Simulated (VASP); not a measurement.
Input of a VASP 6.6.1 run:

File INCAR:

```
SYSTEM = Al2Cu
  ALGO = Fast
  EDIFF = 1E-6
  ENCUT = 520
  GGA = PE
  ISIF = 2
  ISMEAR = 0
  LASPH = .TRUE.
  LCHARG = .FALSE.
  LREAL = .FALSE.
  LWAVE = .FALSE.
  NBANDS = 16
  NELM = 100
  PREC = Accurate
  SIGMA = 0.2
```

File KPOINTS:

```
k-points
0
G
  7 7 4
  0 0 0
```

The input POSCAR:

```
Al2Cu
1.0
    2.8443621098      0.0000000000      0.0000000000
    0.0000000000      2.8443621098      0.0000000000
    0.0000000000      0.0000000000      5.8445873218
Al Cu
2 1
Direct
    0.5000000000      0.5000000000      0.7213663695
    0.5000000000      0.5000000000      0.2786336305
    0.0000000000      0.0000000000      0.0000000000
```

Potentials or basis: VASP PAW PBE potentials, release 64 (Al, Cu).

Launch:

```console
$ cat potpaw_PBE.64/Al/POTCAR potpaw_PBE.64/Cu/POTCAR > POTCAR
$ mpirun -np 1 vasp_std > vasp.out
```

Q: What does it give for the pressure?

A: 0.2 GPa.

Stress tensor (GPa, compression positive):
```
0.05 0.00 0.00
0.00 0.05 0.00
0.00 0.00 0.41
```
